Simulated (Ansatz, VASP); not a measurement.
## Two plane-wave programs on CdS

```
Cd S
1.0
     4.15000    0.00000    0.00000
    -2.07500    3.59401    0.00000
     0.00000    0.00000    6.73700
Cd S
2 2
Direct
  0.66667 0.33333 0.50000
  0.33333 0.66667 0.00000
  0.66667 0.33333 0.87500
  0.33333 0.66667 0.37500
```

Alike in both runs: task relaxation of cell and atoms; functional RPBE; dispersion D4; k mesh 7 × 7 × 4; occupations fermi-dirac, width 0.05 eV; no spin polarisation.

|  | VASP | Ansatz |
| --- | --- | --- |
| version | VASP 6.6.1 | Ansatz 0.2.0 |
| potentials or method | VASP PAW PBE potentials, release 64 (Cd, S) | Ansatz PAW |
| plane-wave cutoff (eV) | 600 | 420 |
| valence electrons in the cell | 36 | 52 |

```csv
,VASP,Ansatz,Ansatz less VASP
relaxed volume (Å³/atom),25.21,25.09,-0.122
relaxed length of the cell vector where the two differ most in proportion (Å),4.157,4.150,-0.0073
```

VASP's potentials were made for PBE, not for RPBE. VASP's potentials hold 36 valence electrons a cell and Ansatz's 52, so a difference there can come from the potentials and not from the codes.

Noted on Ansatz's run: odd divisions of the mesh miss points on the zone boundary, where band edges often lie, so the gap on the mesh can be too wide; the plane-wave basis is chosen anew once the cell has moved, so the energies of steps on either side of that aren't comparable.
